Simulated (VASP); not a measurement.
Set up this calculation in VASP 6.6.1, as the native input.

* Task: relaxation of cell and atoms
* Functional: r2SCAN
* Potentials or basis: VASP PAW PBE potentials, release 64 (Si, C)
* Cutoff: 600 eV
* k mesh: 13 × 13 × 13
* Occupations: fermi-dirac, width 0.02 eV
* Spin: no spin polarisation
* Dipole correction: no
* Further INCAR settings: ALGO = Normal; EDIFF = 1e-06; IBRION = 2; EDIFFG = -0.005; NSW = 60; ISIF = 3

The system is SiC (zincblende type).

```
Si C
1.0
     0.00000    2.16162    2.16162
     2.16162    0.00000    2.16162
     2.16162    2.16162    0.00000
Si C
1 1
Direct
  0.00000 0.00000 0.00000
  0.25000 0.25000 0.25000
```

The input as run:

POSCAR

```
SiC
1.0
    0.0000000000      2.1616189057      2.1616189057
    2.1616189057      0.0000000000      2.1616189057
    2.1616189057      2.1616189057      0.0000000000
Si C
1 1
Direct
    0.0000000000      0.0000000000      0.0000000000
    0.2500000000      0.2500000000      0.2500000000
```

INCAR.step1

```
PREC = Accurate
ENCUT = 600
ISMEAR = -1
SIGMA = 0.02
LREAL = F
LASPH = T
NELM = 80
GGA = PE
ALGO = Normal
EDIFF = 1E-4
LWAVE = T
LCHARG = F
```

INCAR.step2

```
PREC = Accurate
ENCUT = 600
EDIFF = 1E-6
ISMEAR = -1
SIGMA = 0.02
LREAL = F
LASPH = T
NELM = 80
ALGO = Normal
ISIF = 3
LWAVE = F
LCHARG = F
METAGGA = R2SCAN
LMIXTAU = T
IBRION = 2
NSW = 60
EDIFFG = -0.005
ISTART = 1
```

KPOINTS

```
Automatic mesh
0
Gamma
  13 13 13
```

Potentials or basis: VASP PAW PBE potentials, release 64 (Si, C).

Launch:

```console
$ cat potpaw_PBE.64/Si/POTCAR potpaw_PBE.64/C/POTCAR > POTCAR
$ cp INCAR.step1 INCAR
$ mpirun -np 1 vasp_std > vasp.out
$ cp INCAR.step2 INCAR
$ mpirun -np 1 vasp_std > vasp.out
```

It gave:

| Item | Value |
| --- | --- |
| Relaxed volume | 10.32 Å³/atom |
| Relaxed cell | a = 3.079 Å, b = 3.079 Å, c = 3.079 Å, α = 60.00°, β = 60.00°, γ = 60.00° |
| Space group after relaxing (to 0.1 Å) | F-43m (No. 216) |
| Energy gained by relaxing | 3.4 meV/atom |
| Ionic steps | 3 |
| Pressure after relaxing | 0.0 GPa |
| Band gap on the k mesh | 1.80 eV (least direct gap 5.10 eV) |

Caveat: the PAW data sets were made with another functional, which shifts forces and pressure a little; an odd mesh through Γ misses points on the zone boundary, where band edges can lie.

Wall time 2.4 min on 1 thread of Intel Xeon 8259CL, on a shared host, peak memory 0.15 GiB.
